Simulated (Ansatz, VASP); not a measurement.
# Two plane-wave programs on Be2Sn2Te

The input INCAR:

```
SYSTEM = Be2Sn2Te
  PREC = Accurate
  ENCUT = 600
  EDIFF = 1E-7
  ISMEAR = 0
  SIGMA = 0.1
  LREAL = .False.
  LASPH = .True.
  NELM = 120
  ALGO = Normal
  ISIF = 3
  LWAVE = .False.
  LCHARG = .False.
  GGA = PE
  IBRION = 2
  NSW = 90
  EDIFFG = -0.04
  GGA_COMPAT = .False.
  NELMIN = 4
```

Contents of KPOINTS:

```
Automatic mesh
0
Gamma
  6 6 2
  0 0 0
```

Contents of POSCAR:

```
Be2Sn2Te
1.0
    3.5282816314      0.0000000000      0.0000000000
   -1.7641408157      3.0555815244      0.0000000000
    0.0000000000      0.0000000000      9.2249040377
Be Sn Te
2 2 1
Direct
    0.3333333333      0.6666666667      0.6670000000
    0.6666666667      0.3333333333      0.3330000000
    0.3333333333      0.6666666667      0.1410000000
    0.6666666667      0.3333333333      0.8590000000
    0.0000000000      0.0000000000      0.0000000000
```

Input for Ansatz:

```yaml
crystal:
  lattice:
    - [3.5282816314, 0.0, 0.0]
    - [-1.7641408157, 3.0555815244, 0.0]
    - [0.0, 0.0, 9.2249040377]
  atoms:
    - { symbol: Be, position: [0.3333333333, 0.6666666667, 0.667] }
    - { symbol: Be, position: [0.6666666667, 0.3333333333, 0.333] }
    - { symbol: Sn, position: [0.3333333333, 0.6666666667, 0.141] }
    - { symbol: Sn, position: [0.6666666667, 0.3333333333, 0.859] }
    - { symbol: Te, position: [0.0, 0.0, 0.0] }
basis:
  ecutwfc: 420
kpoints:
  mp_grid: { grid: [6, 6, 2] }
hamiltonian:
  xc: pbe
scf:
  occupations: { method: gaussian, width: 0.1 }
  lower_state_search: "off"
output:
  forces: true
  stress: true
  eigenvalues: true
relax:
  adjacent_minimum: "off"
  f_tol: 0.04
  max_steps: 70
  cell: { stress_tol: 0.4 }
```

Alike in both runs: task relaxation of cell and atoms; functional PBE; k mesh 6 × 6 × 2; occupations gaussian, width 0.1 eV; no spin polarisation.

```csv
,VASP,Ansatz
version,VASP 6.6.1,Ansatz 0.2.0
potentials or method,"VASP PAW PBE potentials, release 64 (Be, Sn_d, Te), cutoff 600 eV","scalar-relativistic, plane waves, PAW"
valence electrons in the cell,38,48
```

Ansatz gave:

```
gap on the k mesh at the Fermi level, each at its own relaxed structure (eV) : none
relaxed volume (Å³/atom)                                                     : 21.75
relaxed cell length with the largest relative difference (Å)                 : 8.252
```

Task: What did VASP give for the same quantities?

Result: gap on the k mesh at the Fermi level, each at its own relaxed structure (eV): none; relaxed volume (Å³/atom): 20.98; relaxed cell length with the largest relative difference (Å): 8.108.

A gap of «none» marks a metal or a gap that the smearing closes. VASP's potentials hold 38 valence electrons a cell and Ansatz's 48, so a difference there can come from the potentials and not from the codes.

Neither program's run includes spin-orbit coupling.
